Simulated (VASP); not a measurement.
A run of VASP 6.6.1:

INCAR

```
SYSTEM = Hf
ALGO = Fast
EDIFF = 1E-6
EDIFFG = -0.01
ENCUT = 600
GGA = PE
IBRION = 2
ISIF = 3
ISMEAR = 0
LASPH = .TRUE.
LCHARG = .FALSE.
LREAL = .FALSE.
LWAVE = .FALSE.
NELM = 80
NSW = 80
PREC = Accurate
SIGMA = 0.1
```

The input KPOINTS:

```
k-points
0
G
  18 18 8
  0 0 0
```

POSCAR

```
Hf
1.0
    3.2037250273      0.0000000000      0.0000000000
   -1.6018625136      2.7745072604      0.0000000000
    0.0000000000      0.0000000000      5.0935769126
Hf
2
Direct
    0.3333333333      0.6666666667      0.2500000000
    0.6666666667      0.3333333333      0.7500000000
```

Potentials or basis: VASP PAW PBE potentials, release 64 (Hf_pv).

Launch:

```bash
$ cat potpaw_PBE.64/Hf_pv/POTCAR > POTCAR
$ mpirun -np 1 vasp_std > vasp.out
```

Hardware: 1 thread of Intel Xeon 8259CL, on a shared host.

How long does it take, and how much memory?

Wall time 12 min on 1 thread of Intel Xeon 8259CL (shared host), peak memory 0.29 GiB. Counts: scf iterations 42, k points 185, ion steps 5.
